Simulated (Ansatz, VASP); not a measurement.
# C in VASP and in Ansatz

INCAR

```
ALGO = Normal
EDIFF = 1E-6
ENCUT = 520
GGA = PS
ISIF = 2
ISMEAR = 0
IVDW = 12
LASPH = True
LCHARG = False
LREAL = False
LWAVE = False
NBANDS = 11
NELM = 80
PREC = Accurate
SIGMA = 0.03
```

Contents of KPOINTS:

```
k-points
0
Gamma
  16 16 16
```

Contents of POSCAR:

```
C
1.0
    0.0000000000      2.1467349466      3.3536616560
    1.2402383360      0.0000000000      3.3536616560
    1.2402383360      2.1467349466      0.0000000000
C
2
Direct
    0.1667066167      0.8332933833      0.1667066167
    0.8332933833      0.1667066167      0.8332933833
```

Input for Ansatz:

```yaml
crystal:
  lattice:
    - [0.0, 2.1467349466, 3.353661656]
    - [1.240238336, 0.0, 3.353661656]
    - [1.240238336, 2.1467349466, 0.0]
  atoms:
    - { symbol: C, position: [0.1667066167, 0.8332933833, 0.1667066167] }
    - { symbol: C, position: [0.8332933833, 0.1667066167, 0.8332933833] }
basis:
  ecutwfc: 520.0
kpoints:
  mp_grid: { grid: [16, 16, 16] }
hamiltonian:
  xc: pbesol
  pseudopotentials: { kind: paw, azcp: { folder: soft_1 } }
  dispersion: d3bj
scf:
  occupations: { method: gaussian, width: 0.03 }
output:
  forces: true
  stress: true
  eigenvalues: true
```

Alike in both runs: task single point; functional PBEsol; dispersion D3(BJ); k mesh 16 × 16 × 16; occupations gaussian, width 0.03 eV; no spin polarisation.

|  | VASP | Ansatz |
| --- | --- | --- |
| version | VASP 6.6.1 | Ansatz 0.2.0 |
| potentials or method | VASP PAW PBE potentials, release 64 (C), cutoff 520 eV | scalar-relativistic, plane waves, PAW |
| valence electrons in the cell | 8 | 8 |

```tsv
	VASP	Ansatz	Ansatz less VASP
gap on the k mesh at the Fermi level (eV)	0.17	0.17	+0.001
least direct gap on the mesh (eV)	0.20	0.20	+0.001
pressure (GPa)	-6.8	-7.5	-0.69
traceless stress, the component that is largest in VASP (GPa)	6.55	7.34	+0.787
rms of the force components (eV/Å)	0.015	0.015	0.0000
```

VASP's potentials were made for PBE, not for PBEsol, and Ansatz warns of the same on its side. Atom by atom the forces differ by 0.000 eV/Å (rms over components).
